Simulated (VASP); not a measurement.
# Re (I4/mmm) in VASP: further runs

Re is run at these levels: PBE; tasks: electric field gradients.

Everything below comes from runs of VASP 6.6.1. Logs are shortened: lines on timing, memory, paths and dates and some standing lists are left out, and cuts for length are marked.

## (1) The cell of the first run

It takes space group I4/mmm (No. 139, tetragonal). Conventional cell: a = 2.793 Å, b = 2.793 Å, c = 3.871 Å, α = 90.00°, β = 90.00°, γ = 90.00°. Re (site symmetry 4/mmm) has 12 Re at 2.77 to 2.79 Å within 3.6 Å.

## (2) Electric field gradients, PBE (zz strain of -2 %)

INCAR

```
SYSTEM = Re
PREC     = Accurate       ! precision mode
ENCUT    = 520            ! plane-wave cutoff, eV
EDIFF    = 1E-8           ! SCF threshold, eV
ISMEAR   = -1             ! smearing method
SIGMA    = 0.03           ! smearing width, eV
LREAL    = .False.        ! projectors in reciprocal space
LASPH    = .True.         ! aspherical terms in the spheres
NELM     = 60             ! most SCF steps
ALGO     = Normal         ! electronic algorithm
ISIF     = 2              ! what is computed and relaxed
LWAVE    = .False.        ! write WAVECAR
LCHARG   = .False.        ! write CHGCAR
GGA      = PE             ! functional
LEFG     = .True.       
NBANDS   = 10             ! bands
```

KPOINTS

```
Automatic mesh
0
Gamma
  14 14 14
  0 0 0
```

POSCAR

```
Re
1.0
    0.0000000000      1.9750000000      1.9355000000
    1.9750000000      0.0000000000      1.9355000000
    1.9750000000      1.9750000000      0.0000000000
Re
1
Direct
    0.0000000000      0.0000000000      0.0000000000
```

Potentials or basis: VASP PAW PBE potentials, release 64 (Re).

Launch:

```
cat potpaw_PBE.64/Re/POTCAR > POTCAR
mpirun -np 1 vasp_std > vasp.out
```

OUTCAR:

```text
SYSTEM = Re
   PREC = Accurate
   ENCUT = 520
   EDIFF = 1E-8
   ISMEAR = -1
   LREAL = .False.
   LASPH = .True.
   NELM = 60
   ISIF = 2
   GGA = PE

 ion  position               nearest neighbor table
   1  0.000  0.000  0.000-

  LATTYP: Found a body centered tetragonal cell.
 ALAT       =     2.7930717857
 C/A-ratio  =     1.3859292911

  Lattice vectors:

 A1 = (   0.0000000000,  -1.9750000000,  -1.9355000000)
 A2 = (   0.0000000000,   1.9750000000,  -1.9355000000)
 A3 = (   1.9750000000,   0.0000000000,   1.9355000000)

Analysis of symmetry for initial positions (statically):
=====================================================================
 Subroutine PRICEL returns:
 Original cell was already a primitive cell.

 Routine SETGRP: Setting up the symmetry group for a
 body centered tetragonal supercell.

 Subroutine GETGRP returns: Found 16 space group operations
 (whereof 16 operations were pure point group operations)
 out of a pool of 16 trial point group operations.

The static configuration has the point symmetry D_4h.

Analysis of symmetry for dynamics (positions and initial velocities):
=====================================================================
 Subroutine PRICEL returns:
 Original cell was already a primitive cell.

 Routine SETGRP: Setting up the symmetry group for a
 body centered tetragonal supercell.

 Subroutine GETGRP returns: Found 16 space group operations
 (whereof 16 operations were pure point group operations)
 out of a pool of 16 trial point group operations.

The dynamic configuration has the point symmetry D_4h.

 Subroutine INISYM returns: Found 16 space group operations
 (whereof 16 operations are pure point group operations),
 and found     1 'primitive' translations

----------------------------------------------------------------------------------------

                                     Primitive cell

  volume of cell :      15.0993

  direct lattice vectors                    reciprocal lattice vectors
     0.000000000  1.975000000  1.935500000    -0.253164557  0.253164557  0.258331181
     1.975000000  0.000000000  1.935500000     0.253164557 -0.253164557  0.258331181
     1.975000000  1.975000000  0.000000000     0.253164557  0.253164557 -0.258331181

  length of vectors
     2.765282128  2.765282128  2.793071786     0.441496981  0.441496981  0.441496981

  position of ions in fractional coordinates (direct lattice)
     0.000000000  0.000000000  0.000000000

  ion indices of the primitive-cell ions
   primitive index   ion index
                 1           1

----------------------------------------------------------------------------------------

 KPOINTS: Automatic mesh

Automatic generation of k-mesh.
 Grid dimensions read from file:
 generate k-points for:   14   14   14

 Generating k-lattice:

  Cartesian coordinates                     Fractional coordinates (reciprocal lattice)
    -0.018083183  0.018083183  0.018452227     0.071428571  0.000000000  0.000000000
     0.018083183 -0.018083183  0.018452227     0.000000000  0.071428571  0.000000000
     0.018083183  0.018083183 -0.018452227     0.000000000  0.000000000  0.071428571

  Length of vectors
     0.031535499  0.031535499  0.031535499

  Shift w.r.t. Gamma in fractional coordinates (k-lattice)
     0.000000000  0.000000000  0.000000000

 Subroutine IBZKPT returns following result:
 ===========================================

 Found    244 irreducible k-points:

 Following reciprocal coordinates:
            Coordinates               Weight
  0.000000  0.000000  0.000000      1.000000
  0.071429  0.000000  0.000000      8.000000
  0.142857 -0.000000  0.000000      8.000000
  0.214286  0.000000  0.000000      8.000000
  0.285714 -0.000000  0.000000      8.000000
  0.357143 -0.000000  0.000000      8.000000
[... 16 lines left out ...]
  0.214286  0.142857  0.000000      8.000000
  0.285714  0.142857  0.000000      8.000000
 [... further k-points ...]
   k-points           NKPTS =    244   k-points in BZ     NKDIM =    244   number of bands    NBANDS=     10
   number of dos      NEDOS =    301   number of ions     NIONS =      1
   total plane-waves  NPLWV =  13824
   dimension x,y,z NGX =    24 NGY =   24 NGZ =   24
   dimension x,y,z NGXF=    48 NGYF=   48 NGZF=   48
   ions per type =               1
   NGX,Y,Z   is equivalent  to a cutoff of  14.43, 14.43, 14.28 a.u.
   NGXF,Y,Z  is equivalent  to a cutoff of  28.86, 28.86, 28.57 a.u.
 SYSTEM =  Re
   PREC   = accura    normal or accurate (medium, high low for compatibility)
   ISTART =      0    job   : 0-new  1-cont  2-samecut
   ICHARG =      2    charge: 1-file 2-atom 10-const
   ISPIN  =      1    spin polarized calculation?
   LNONCOLLINEAR =      F non collinear calculations
   LSORBIT =      F    spin-orbit coupling
   LASPH  =      T    aspherical Exc in radial PAW
   ENCUT  =  520.0 eV  38.22 Ry    6.18 a.u.   5.14  5.14  5.19*2*pi/ulx,y,z
   NELM   =     60;   NELMIN=  2; NELMDL= -5     # of ELM steps
   EDIFF  = 0.1E-07   stopping-criterion for ELM
   LREAL  =      F    real-space projection
   EDIFFG = 0.1E-06   stopping-criterion for IOM
   NSW    =      0    number of steps for IOM
   IBRION =     -1    ionic relax: 0-MD 1-quasi-New 2-CG
   NFREE  =      0    steps in history (QN), initial steepest desc. (CG)
   ISIF   =      2    stress and relaxation
   ISYM   =      2    0-nonsym 1-usesym 2-fastsym
   POTIM  = 0.5000    time-step for ionic-motion
   TEBEG  =    0.0;   TEEND  =   0.0 temperature during run
   PSTRESS=    0.0 pullay stress
   NELECT =       7.0000    total number of electrons
   NUPDOWN=      -1.0000    fix difference up-down
   EMIN   =  10.00;   EMAX   =-10.00  energy-range for DOS
   EFERMI =   0.00;   METHOD = LEGACY
   ISMEAR =    -1;   SIGMA  =   0.03  broadening in eV -4-tet -1-fermi 0-gaus
   EFERMI_NEDOS =   21; number of points for ismear=-14 and -15
   IALGO  =     38    algorithm
   IMIX   =      4    mixing-type and parameters
     AMIX     =   0.40;   BMIX     =  1.00
     AMIX_MAG =   1.60;   BMIX_MAG =  1.00
  volume/ion in A,a.u.               =      15.10       101.90
  Fermi-wavevector in a.u.,A,eV,Ry     =   1.267034  2.394348 21.842467  1.605376
  Thomas-Fermi vector in A             =   2.400204
   LORBIT       =      0    0 simple, 1 ext, 2 COOP (PROOUT), +10 PAW based schemes
   GGA     = PE    functional components
   LHFCALC =     F    Hartree Fock is set to
   AEXX    =    0.0000 exact exchange contribution
   IVDW    =     0    specifies the selected vdW correction
   LEPSILON=     F    determine dielectric tensor
   LRPA    =     F    only Hartree local field effects (RPA)
 non-spin polarized calculation
  energy-cutoff  :      520.00
  volume of cell :       15.10
 maximum number of plane-waves:       424
 NGX is ok and might be reduce to    24
   NGX = 11   NGY = 11   NGZ = 11

 number of electron       7.0000000 magnetization

 Free energy of the ion-electron system (eV)
  ---------------------------------------------------
  ext. energy  EPLUGINS =         0.00000000
  ---------------------------------------------------
  free energy    TOTEN  =       -12.35443247 eV

  energy without entropy =      -12.35088893  energy(sigma->0) =      -12.35266070

 E-fermi :   7.8303     XC(G=0): -13.5880

 val. band max:        7.8258096740   @ k =  -0.2143   0.0714   0.2857
 cond. band min:       7.8312262926   @ k =   0.2143   0.1429   0.0000
 fundamental gap:      0.0054166186
 Fermi energy:         7.8303408237

 k-point     1 :       0.0000    0.0000    0.0000
  band No.  band energies     occupation
      1      -2.1168      2.00000
      2       5.8970      2.00000
      3       5.8970      2.00000
      4       6.1832      2.00000
      5       8.8628      0.00000
      6       9.2404      0.00000
      7      21.7278      0.00000
      8      27.0072      0.00000
      9      27.0072      0.00000
     10      27.6987      0.00000

 k-point     2 :       0.0714    0.0000    0.0000
  band No.  band energies     occupation
      1      -1.8869      2.00000
      2       5.7991      2.00000
      3       6.0028      2.00000
      4       6.2337      2.00000
      5       8.7887      0.00000
      6       9.1477      0.00000
      7      22.1711      0.00000
      8      26.0940      0.00000
      9      27.4204      0.00000
     10      27.9096      0.00000

 k-point     3 :       0.1429   -0.0000    0.0000
  band No.  band energies     occupation
      1      -1.2389      2.00000
      2       5.4709      2.00000
      3       6.2393      2.00000
      4       6.4560      2.00000
      5       8.6835      0.00000
      6       8.9781      0.00000
      7      23.2169      0.00000
      8      24.4570      0.00000
      9      28.5995      0.00000
     10      29.0757      0.00000

 k-point     4 :       0.2143    0.0000    0.0000
  band No.  band energies     occupation
      1      -0.3221      2.00000
      2       5.1825      2.00000
      3       6.3559      2.00000
      4       6.6155      2.00000
      5       8.8698      0.00000
      6       9.0421      0.00000
      7      22.3980      0.00000
      8      24.9700      0.00000
      9      30.3832      0.00000
     10      30.8687      0.00000
[... 222 lines left out ...]
 k-point    22 :       0.1429    0.1429    0.0000
  band No.  band energies     occupation
      1      -0.9083      2.00000
      2       5.1332      2.00000
      3       6.6316      2.00000
      4       6.6316      2.00000
      5       8.0470      0.00146
      6       9.2815      0.00000
      7      24.0396      0.00000
      8      25.6390      0.00000
      9      27.6394      0.00000
     10      27.6394      0.00000

 k-point    23 :       0.2143    0.1429    0.0000
  band No.  band energies     occupation
      1      -0.1846      2.00000
      2       4.6897      2.00000
      3       6.8383      2.00000
      4       6.9639      2.00000
      5       7.8312      0.98524
      6       9.5352      0.00000
      7      24.5337      0.00000
      8      25.3478      0.00000
      9      27.9968      0.00000
     10      28.5748      0.00000

 k-point    24 :       0.2857    0.1429    0.0000
  band No.  band energies     occupation
      1       0.7229      2.00000
      2       4.4008      2.00000
      3       6.3931      2.00000
      4       7.0584      2.00000
      5       8.6078      0.00000
      6      10.0635      0.00000
      7      22.9968      0.00000
      8      26.2473      0.00000
      9      28.3033      0.00000
     10      29.0394      0.00000

 [... further k-points ...]
[... 5 lines left out ...]
  --------------------------------------------------------------------------------------
  -------------------------------------------------------------------------------------
  Total       -0.3964244     -0.3964244     -0.0469995      0.0000000      0.0000000     -0.0000000
  in kB      -42.0642892    -42.0642892     -4.9870844      0.0000000      0.0000000     -0.0000000
  external PRESSURE =     -29.7052209 kB  Pullay stress =       0.0000000 kB

 VOLUME and BASIS-vectors are now :
 -----------------------------------------------------------------------------
  energy-cutoff  :      520.00
  volume of cell :       15.10
      direct lattice vectors                 reciprocal lattice vectors
     0.000000000  1.975000000  1.935500000    -0.253164557  0.253164557  0.258331181
     1.975000000  0.000000000  1.935500000     0.253164557 -0.253164557  0.258331181
     1.975000000  1.975000000  0.000000000     0.253164557  0.253164557 -0.258331181

 POSITION                                       TOTAL-FORCE (eV/Angst)
 -----------------------------------------------------------------------------------
      0.00000      0.00000      0.00000         0.000000      0.000000      0.000000
 -----------------------------------------------------------------------------------
    total drift:                               -0.000000      0.000000      0.000000

  FREE ENERGIE OF THE ION-ELECTRON SYSTEM (eV)
  ---------------------------------------------------
  free  energy   TOTEN  =       -12.3544324695 eV

  energy  without entropy=      -12.3508889311  energy(sigma->0) =      -12.35266070

 Electric field gradients (V/A^2)
---------------------------------------------------------------------
 ion       V_xx      V_yy      V_zz      V_xy      V_xz      V_yz
---------------------------------------------------------------------
   1     -11.709   -11.709    23.417    -0.000     0.000     0.000
---------------------------------------------------------------------

 Electric field gradients after diagonalization (V/A^2)
 (convention: |V_zz| > |V_xx| > |V_yy|)
----------------------------------------------------------------------
 ion       V_xx      V_yy      V_zz     asymmetry (V_yy - V_xx)/ V_zz
----------------------------------------------------------------------
   1     -11.709   -11.709    23.417       0.000
----------------------------------------------------------------------

           NMR quadrupolar parameters

 Cq : quadrupolar parameter    Cq=e*Q*V_zz/h
 eta: asymmetry parameters     (V_yy - V_xx)/ V_zz
 Q  : nuclear electric quadrupole moment in mb (millibarn)
----------------------------------------------------------------------
 ion       Cq(MHz)       eta       Q (mb)
----------------------------------------------------------------------
   1       0.057       0.000       1.000
----------------------------------------------------------------------
```

Wall time 43 s (1 thread of AMD EPYC 7R43 (Zen 3), shared host); peak memory 0.14 GiB.

What came out:

* Free energy: -12.3544 eV
* Pressure: -3.0 GPa

Stress tensor (GPa, compression positive):
```
-4.21  0.00  0.00
 0.00 -4.21  0.00
 0.00  0.00 -0.50
```

Levels at points of the mesh, in eV from the Fermi level:
```tsv
k point	band 1	band 2	band 3	band 4	band 5	band 6	band 7	band 8	band 9
(0.00, 0.00, 0.00)	-9.95	-1.93	-1.93	-1.65	1.03	1.41	13.90	19.18	19.18
(0.50, 0.00, 0.00)	-6.69	-2.19	-1.88	0.18	3.59	3.77	9.61	13.38	19.69
(0.50, 0.50, 0.00)	-6.59	-5.77	2.98	3.61	4.40	4.40	11.85	11.85	12.92
(0.50, 0.00, 0.50)	-6.61	-5.74	2.56	3.63	4.24	4.53	12.05	12.34	12.42
```

Electric field gradients, principal values (V/Å²):
| atom | least | middle | greatest (by size) |
| --- | --- | --- | --- |
| 1 Re | -11.709 | -11.709 | 23.417 |

Caveat: the cell differs from its parent crystal (zz strain of -2 %); without QUAD_EFG the Cq values of the log hold for a quadrupole moment of 1 mb, not for the nuclei; spin-orbit coupling is left out, which moves the levels of the heavy elements.

(Part 1 of 2 ends here.)
